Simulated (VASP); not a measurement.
Here is a VASP 6.6.1 calculation.

INCAR

```
PREC     = Accurate       # precision mode
ENCUT    = 520            # plane-wave cutoff, eV
EDIFF    = 1E-6           # SCF threshold, eV
ISMEAR   = -1             # smearing method
SIGMA    = 0.08           # smearing width, eV
LREAL    = False          # projectors in reciprocal space
LASPH    = True           # aspherical terms in the spheres
NELM     = 60             # most SCF steps
ALGO     = Normal         # electronic algorithm
ISIF     = 2              # what is computed and relaxed
LWAVE    = False          # write WAVECAR
LCHARG   = False          # write CHGCAR
GGA      = PE             # functional
NBANDS   = 13             # bands
```

File KPOINTS:

```
regular mesh
0
Gamma
  17 17 17
```

The input POSCAR:

```
W
1.0
    0.0000000000      2.0189908961      2.0189908961
    2.0189908961      0.0000000000      2.0189908961
    2.0189908961      2.0189908961      0.0000000000
W
1
Direct
    0.0000000000      0.0000000000      0.0000000000
```

Potentials or basis: VASP PAW PBE potentials, release 64 (W_sv).

Command:

```bash
$ cat potpaw_PBE.64/W_sv/POTCAR > POTCAR
$ mpirun -np 1 vasp_std > vasp.out
```

(1) What does it give for the band gap on the k mesh?

(2) Estimate the pressure.

Results:

(1) zero (band 7 reaches 13.31 eV, above the bottom of band 8 at 9.89 eV).

(2) 0.5 GPa.

Caveat: spin-orbit coupling is left out, which moves the levels of the heavy elements.
